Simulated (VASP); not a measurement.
A run of VASP 6.6.1:

Contents of INCAR:

```
SYSTEM = V
ALGO     = Normal         ! electronic algorithm
EDIFF    = 1E-6           ! SCF threshold, eV
ENCUT    = 520            ! plane-wave cutoff, eV
GGA      = PS             ! functional
ISIF     = 2              ! what is computed and relaxed
ISMEAR   = -1             ! smearing method
ISPIN    = 2              ! spin polarisation
LASPH    = .TRUE.         ! aspherical terms in the spheres
LCHARG   = .FALSE.        ! write CHGCAR
LMAXMIX  = 4              ! l up to which the mixer works
LORBIT   = 11             ! projections on sites
LREAL    = .FALSE.        ! projectors in reciprocal space
LWAVE    = .FALSE.        ! write WAVECAR
MAGMOM   = 0              ! initial moments
NBANDS   = 16             ! bands
NELM     = 150            ! most SCF steps
NUPDOWN  = 0.0            ! fixed moment
PREC     = Accurate       ! precision mode
SIGMA    = 0.05           ! smearing width, eV
```

KPOINTS

```
k-points
0
G
  10 10 10
  0 0 0
```

The input POSCAR:

```
V
1.0
   -1.5143500000      1.5143500000      1.5143500000
    1.5143500000     -1.5143500000      1.5143500000
    1.5143500000      1.5143500000     -1.5143500000
V
1
Direct
    0.0000000000      0.0000000000      0.0000000000
```

Potentials or basis: VASP PAW PBE potentials, release 64 (V_sv).

Run with:

```sh
$ cat potpaw_PBE.64/V_sv/POTCAR > POTCAR
$ mpirun -np 1 vasp_std > vasp.out
```

Hardware: 1 thread of Intel(R) Xeon(R) Platinum 8488C (Sapphire Rapids), with other jobs on the host.

Problem. How long does it take, and how much memory?

Solution. Wall time 13 s on 1 thread of Intel(R) Xeon(R) Platinum 8488C (Sapphire Rapids) (shared host), peak memory 0.13 GiB. Counts: scf iterations 11, k points 47.
